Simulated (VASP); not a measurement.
# Ti7Si (Fm-3m) in VASP: single point with r2SCAN

Aim: the single point of Ti7Si with r2SCAN.

Program: VASP 6.6.1. These are calculated values, not measurements. Logs are shortened: lines on timing, memory, paths and dates and some standing lists are left out, and cuts for length are marked.

### Step 1. The cell of the first run

Symmetry: Fm-3m, No. 225, cubic system. The conventional cell has a = 8.059 Å, b = 8.059 Å, c = 8.059 Å, α = 90.00°, β = 90.00°, γ = 90.00°. Ti (site symmetry mmm) has 10 Ti at 2.85 Å and 2 Si at 2.85 Å within 3.8 Å. Ti (site symmetry m-3m) has 12 Ti at 2.85 Å within 3.8 Å. Within 3.8 Å of Si (site symmetry m-3m) lie 12 Ti at 2.85 Å.

### Step 2. Single point, r2SCAN

Contents of POSCAR:

```
Ti7Si
1.0
   -4.0295527829      4.0295527829      0.0000000000
   -4.0295527829      0.0000000000      4.0295527829
    0.0000000000      4.0295527829      4.0295527829
Ti Si
7 1
Direct
    0.0000000000      0.0000000000      0.0000000000
    0.5000000000      0.0000000000      0.0000000000
    0.0000000000      0.5000000000      0.0000000000
    0.0000000000      0.0000000000      0.5000000000
    0.5000000000      0.0000000000      0.5000000000
    0.0000000000      0.5000000000      0.5000000000
    0.5000000000      0.5000000000      0.5000000000
    0.5000000000      0.5000000000      0.0000000000
```

Contents of INCAR.step1:

```
SYSTEM = Ti7Si
ALGO = Normal
EDIFF = 1E-4
ENCUT = 520
GGA = PE
ISMEAR = 0
LASPH = .True.
LCHARG = .False.
LREAL = .False.
LWAVE = .True.
NBANDS = 54
NELM = 100
PREC = Accurate
SIGMA = 0.1
```

Contents of INCAR.step2:

```
SYSTEM = Ti7Si
ALGO = Normal
EDIFF = 1E-7
ENCUT = 520
ISIF = 2
ISMEAR = 0
ISTART = 1
LASPH = .True.
LCHARG = .True.
LELF = .True.
LMIXTAU = .True.
LREAL = .False.
LVHAR = .True.
LWAVE = .False.
METAGGA = R2SCAN
NBANDS = 54
NELM = 100
PREC = Accurate
SIGMA = 0.1
```

Contents of KPOINTS:

```
k-points
0
Gamma
  8 8 8
  0 0 0
```

Potentials or basis: VASP PAW PBE potentials, release 64 (Ti_sv, Si).

On the command line:

```sh
> cat potpaw_PBE.64/Ti_sv/POTCAR potpaw_PBE.64/Si/POTCAR > POTCAR
> cp INCAR.step1 INCAR
> mpirun -np 1 vasp_std > vasp.out
> cp INCAR.step2 INCAR
> mpirun -np 1 vasp_std > vasp.out
```

OUTCAR:

```text
SYSTEM = Ti7Si
   EDIFF = 1E-7
   ENCUT = 520
   ISIF = 2
   ISMEAR = 0
   ISTART = 1
   LASPH = .True.
   LREAL = .False.
   METAGGA = R2SCAN
   NELM = 100
   PREC = Accurate

 ion  position               nearest neighbor table
   1  0.000  0.000  0.000-   2 2.85   3 2.85   4 2.85   4 2.85   5 2.85   6 2.85   3 2.85   6 2.85
                             8 2.85   2 2.85   5 2.85   8 2.85
   2  0.500  0.000  0.000-   1 2.85   5 2.85   8 2.85   4 2.85   5 2.85   7 2.85   3 2.85   7 2.85
                             8 2.85   1 2.85   3 2.85   4 2.85
   3  0.000  0.500  0.000-   1 2.85   6 2.85   8 2.85   4 2.85   6 2.85   7 2.85   1 2.85   2 2.85
                             4 2.85   2 2.85   7 2.85   8 2.85
   4  0.000  0.000  0.500-   1 2.85   5 2.85   6 2.85   1 2.85   2 2.85   3 2.85   3 2.85   6 2.85
                             7 2.85   2 2.85   5 2.85   7 2.85
   5  0.500  0.000  0.500-   2 2.85   4 2.85   7 2.85   1 2.85   2 2.85   8 2.85   6 2.85   7 2.85
                             8 2.85   1 2.85   4 2.85   6 2.85
   6  0.000  0.500  0.500-   3 2.85   4 2.85   7 2.85   1 2.85   3 2.85   8 2.85   1 2.85   4 2.85
                             5 2.85   5 2.85   7 2.85   8 2.85
   7  0.500  0.500  0.500-   5 2.85   6 2.85   8 2.85   2 2.85   3 2.85   8 2.85   2 2.85   4 2.85
                             5 2.85   3 2.85   4 2.85   6 2.85
   8  0.500  0.500  0.000-   2 2.85   3 2.85   7 2.85   5 2.85   6 2.85   7 2.85   1 2.85   2 2.85
                             5 2.85   1 2.85   3 2.85   6 2.85

  LATTYP: Found a face centered cubic cell.
 ALAT       =     8.0591055658

  Lattice vectors:

 A1 = (  -4.0295527829,   4.0295527829,   0.0000000000)
 A2 = (  -4.0295527829,   0.0000000000,   4.0295527829)
 A3 = (   0.0000000000,   4.0295527829,   4.0295527829)

Analysis of symmetry for initial positions (statically):
=====================================================================
 Subroutine PRICEL returns:
 Original cell was already a primitive cell.

 Routine SETGRP: Setting up the symmetry group for a
 face centered cubic supercell.

 Subroutine GETGRP returns: Found 48 space group operations
 (whereof  8 operations were pure point group operations)
 out of a pool of 48 trial point group operations.

The static configuration has the point symmetry D_2h.
 The point group associated with its full space group is O_h .

Analysis of symmetry for dynamics (positions and initial velocities):
=====================================================================
 Subroutine PRICEL returns:
 Original cell was already a primitive cell.

 Routine SETGRP: Setting up the symmetry group for a
 face centered cubic supercell.

 Subroutine GETGRP returns: Found 48 space group operations
 (whereof  8 operations were pure point group operations)
 out of a pool of 48 trial point group operations.

The dynamic configuration has the point symmetry D_2h.
 The point group associated with its full space group is O_h .

 Subroutine INISYM returns: Found 48 space group operations
 (whereof  8 operations are pure point group operations),
 and found     1 'primitive' translations

----------------------------------------------------------------------------------------

                                     Primitive cell

  volume of cell :     130.8581

  direct lattice vectors                    reciprocal lattice vectors
    -4.029552783  4.029552783  0.000000000    -0.124083249  0.124083249 -0.124083249
    -4.029552783  0.000000000  4.029552783    -0.124083249 -0.124083249  0.124083249
     0.000000000  4.029552783  4.029552783     0.124083249  0.124083249  0.124083249

  length of vectors
     5.698648196  5.698648196  5.698648196     0.214918491  0.214918491  0.214918491

  position of ions in fractional coordinates (direct lattice)
     0.000000000  0.000000000  0.000000000
     0.500000000  0.000000000  0.000000000
     0.000000000  0.500000000  0.000000000
     0.000000000  0.000000000  0.500000000
     0.500000000  0.000000000  0.500000000
     0.000000000  0.500000000  0.500000000
     0.500000000  0.500000000  0.500000000
     0.500000000  0.500000000  0.000000000

  ion indices of the primitive-cell ions
   primitive index   ion index
                 1           1
                 2           2
                 3           3
                 4           4
                 5           5
                 6           6
                 7           7
                 8           8

----------------------------------------------------------------------------------------

 KPOINTS: k-points

Automatic generation of k-mesh.
 Grid dimensions read from file:
 generate k-points for:    8    8    8

 Generating k-lattice:

  Cartesian coordinates                     Fractional coordinates (reciprocal lattice)
    -0.015510406  0.015510406 -0.015510406     0.125000000  0.000000000  0.000000000
    -0.015510406 -0.015510406  0.015510406     0.000000000  0.125000000  0.000000000
     0.015510406  0.015510406  0.015510406     0.000000000  0.000000000  0.125000000

  Length of vectors
     0.026864811  0.026864811  0.026864811

  Shift w.r.t. Gamma in fractional coordinates (k-lattice)
     0.000000000  0.000000000  0.000000000

 Subroutine IBZKPT returns following result:
 ===========================================

 Found     29 irreducible k-points:

 Following reciprocal coordinates:
            Coordinates               Weight
  0.000000  0.000000  0.000000      1.000000
  0.125000  0.000000  0.000000      8.000000
  0.250000  0.000000  0.000000      8.000000
  0.375000  0.000000  0.000000      8.000000
  0.500000  0.000000  0.000000      4.000000
  0.125000  0.125000  0.000000      6.000000
[... 16 lines left out ...]
  0.500000  0.250000  0.125000     48.000000
 -0.375000  0.250000  0.125000     24.000000
 [... further k-points ...]
   k-points           NKPTS =     29   k-points in BZ     NKDIM =     29   number of bands    NBANDS=     54
   number of dos      NEDOS =    301   number of ions     NIONS =      8
   total plane-waves  NPLWV =  74088
   dimension x,y,z NGX =    42 NGY =   42 NGZ =   42
   dimension x,y,z NGXF=    84 NGYF=   84 NGZF=   84
   ions per type =               7   1
   NGX,Y,Z   is equivalent  to a cutoff of  12.25, 12.25, 12.25 a.u.
   NGXF,Y,Z  is equivalent  to a cutoff of  24.51, 24.51, 24.51 a.u.
 SYSTEM =  Ti7Si
   PREC   = accura    normal or accurate (medium, high low for compatibility)
   ISTART =      1    job   : 0-new  1-cont  2-samecut
   ICHARG =      0    charge: 1-file 2-atom 10-const
   ISPIN  =      1    spin polarized calculation?
   LNONCOLLINEAR =      F non collinear calculations
   LSORBIT =      F    spin-orbit coupling
   LASPH  =      T    aspherical Exc in radial PAW
   ENCUT  =  520.0 eV  38.22 Ry    6.18 a.u.  10.60 10.60 10.60*2*pi/ulx,y,z
   NELM   =    100;   NELMIN=  2; NELMDL=  0     # of ELM steps
   EDIFF  = 0.1E-06   stopping-criterion for ELM
   LREAL  =      F    real-space projection
   EDIFFG = 0.1E-05   stopping-criterion for IOM
   NSW    =      0    number of steps for IOM
   IBRION =     -1    ionic relax: 0-MD 1-quasi-New 2-CG
   NFREE  =      0    steps in history (QN), initial steepest desc. (CG)
   ISIF   =      2    stress and relaxation
   ISYM   =      2    0-nonsym 1-usesym 2-fastsym
   POTIM  = 0.5000    time-step for ionic-motion
   TEBEG  =    0.0;   TEEND  =   0.0 temperature during run
   PSTRESS=    0.0 pullay stress
   NELECT =      88.0000    total number of electrons
   NUPDOWN=      -1.0000    fix difference up-down
   EMIN   =  10.00;   EMAX   =-10.00  energy-range for DOS
   EFERMI =   0.00;   METHOD = LEGACY
   ISMEAR =     0;   SIGMA  =   0.10  broadening in eV -4-tet -1-fermi 0-gaus
   EFERMI_NEDOS =   21; number of points for ismear=-14 and -15
   IALGO  =     38    algorithm
   IMIX   =      4    mixing-type and parameters
     AMIX     =   0.40;   BMIX     =  1.00
     AMIX_MAG =   1.60;   BMIX_MAG =  1.00
  volume/ion in A,a.u.               =      16.36       110.38
  Fermi-wavevector in a.u.,A,eV,Ry     =   1.434285  2.710406 27.989555  2.057174
  Thomas-Fermi vector in A             =   2.553711
   LORBIT       =      0    0 simple, 1 ext, 2 COOP (PROOUT), +10 PAW based schemes
   METAGGA = R2SCAN    functional components
   LHFCALC =     F    Hartree Fock is set to
   AEXX    =    0.0000 exact exchange contribution
   IVDW    =     0    specifies the selected vdW correction
   LEPSILON=     F    determine dielectric tensor
   LRPA    =     F    only Hartree local field effects (RPA)
 non-spin polarized calculation
 Gauss-broadening in eV      SIGMA  =   0.10
  energy-cutoff  :      520.00
  volume of cell :      130.86
 maximum number of plane-waves:      3545
   NGX = 21   NGY = 21   NGZ = 21

 number of electron      87.9999953 magnetization

 Free energy of the ion-electron system (eV)
  ---------------------------------------------------
  ext. energy  EPLUGINS =         0.00000000
  ---------------------------------------------------
  free energy    TOTEN  =      -100.62027760 eV

  energy without entropy =     -100.56293766  energy(sigma->0) =     -100.59160763

 E-fermi :   8.8198     XC(G=0): -12.5473

 val. band max:        8.8172721220   @ k =  -0.2500   0.3750   0.1250
 cond. band min:       8.8232797397   @ k =   0.5000   0.2500   0.0000
 fundamental gap:      0.0060076176
 Fermi energy:         8.8197731857

 k-point     1 :       0.0000    0.0000    0.0000
  band No.  band energies     occupation
      1     -50.1116      2.00000
      2     -49.9747      2.00000
      3     -49.9747      2.00000
      4     -49.9747      2.00000
      5     -49.9220      2.00000
      6     -49.9220      2.00000
[... 46 lines left out ...]
     53      10.8109      0.00000
     54      10.8110      0.00000

 k-point     2 :       0.1250    0.0000    0.0000
  band No.  band energies     occupation
      1     -50.1062      2.00000
      2     -49.9790      2.00000
      3     -49.9728      2.00000
      4     -49.9728      2.00000
      5     -49.9240      2.00000
      6     -49.9240      2.00000
[... 46 lines left out ...]
     53      10.7190      0.00000
     54      10.7190      0.00000
[... 1195 lines left out ...]
     53      10.6610      0.00000
     54      10.7409      0.00000

 k-point    24 :      -0.3750    0.2500    0.1250
  band No.  band energies     occupation
      1     -50.0395      2.00000
      2     -50.0235      2.00000
      3     -49.9720      2.00000
      4     -49.9640      2.00000
      5     -49.9410      2.00000
      6     -49.9397      2.00000
[... 46 lines left out ...]
     53      10.6962      0.00000
     54      11.1494      0.00000

 [... further k-points ...]
[... 5 lines left out ...]
  --------------------------------------------------------------------------------------
  -------------------------------------------------------------------------------------
  Total        0.3277961      0.3277961      0.3277961      0.0000000      0.0000000     -0.0000000
  in kB        4.0134130      4.0134130      4.0134130      0.0000000      0.0000000     -0.0000000
  external PRESSURE =       4.0134130 kB  Pullay stress =       0.0000000 kB

 VOLUME and BASIS-vectors are now :
 -----------------------------------------------------------------------------
  energy-cutoff  :      520.00
  volume of cell :      130.86
      direct lattice vectors                 reciprocal lattice vectors
    -4.029552783  4.029552783  0.000000000    -0.124083249  0.124083249 -0.124083249
    -4.029552783  0.000000000  4.029552783    -0.124083249 -0.124083249  0.124083249
     0.000000000  4.029552783  4.029552783     0.124083249  0.124083249  0.124083249

 POSITION                                       TOTAL-FORCE (eV/Angst)
 -----------------------------------------------------------------------------------
      0.00000      0.00000      0.00000         0.000000      0.000000     -0.000000
     -2.01478      2.01478      0.00000         0.000000     -0.000000      0.000000
     -2.01478      0.00000      2.01478        -0.000000     -0.000000      0.000000
      0.00000      2.01478      2.01478         0.000000      0.000000     -0.000000
     -2.01478      4.02955      2.01478        -0.000000     -0.000000     -0.000000
     -2.01478      2.01478      4.02955         0.000000      0.000000      0.000000
     -4.02955      4.02955      4.02955         0.000000      0.000000     -0.000000
     -4.02955      2.01478      2.01478         0.000000      0.000000     -0.000000
 -----------------------------------------------------------------------------------
    total drift:                               -0.000000     -0.000000     -0.000000

  FREE ENERGIE OF THE ION-ELECTRON SYSTEM (eV)
  ---------------------------------------------------
  free  energy   TOTEN  =      -100.6202775952 eV

  energy  without entropy=     -100.5629376614  energy(sigma->0) =     -100.59160763
```

It took 28 min on 1 thread of AMD EPYC 7R43 (Zen 3), shared host; peak memory 0.33 GiB.

What came out:

```yaml
Free_energy: -100.6203 eV
Pressure: 0.4 GPa
Band_gap_on_the_k_mesh: zero (bands 44 and 45 overlap by 1.32 eV)
```

Caveat: the PAW data sets were made with another functional, which shifts forces and pressure a little.
